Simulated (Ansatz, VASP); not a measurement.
## Two plane-wave programs on Zn

```
Zn
1.0
    -1.64496    1.56995    1.56995
     1.56995   -1.64496    1.56995
     1.56995    1.56995   -1.64496
Zn
1
Direct
  0.00000 0.00000 0.00000
```

Alike in both runs: task single point; functional LDA; k mesh 24 × 24 × 24; occupations gaussian, width 0.15 eV; no spin polarisation.

|  | VASP | Ansatz |
| --- | --- | --- |
| version | VASP 6.6.1 | Ansatz 0.2.0 |
| potentials or method | VASP PAW LDA potentials, release 64 (Zn), cutoff 520 eV | scalar-relativistic, plane waves, PAW |
| valence electrons in the cell | 12 | 12 |

|  | VASP | Ansatz | Ansatz less VASP |
| --- | --- | --- | --- |
| gap on the k mesh at the Fermi level (eV) | none | none | - |
| pressure (GPa) | -7.7 | -8.0 | -0.36 |
| traceless stress, the component that is largest in VASP (GPa) | -0.06 | -0.11 | -0.058 |

LDA's correlation is that of Perdew and Zunger in VASP and of Perdew and Wang (1992) in Ansatz. A gap of «none» marks a metal or a gap that the smearing closes.
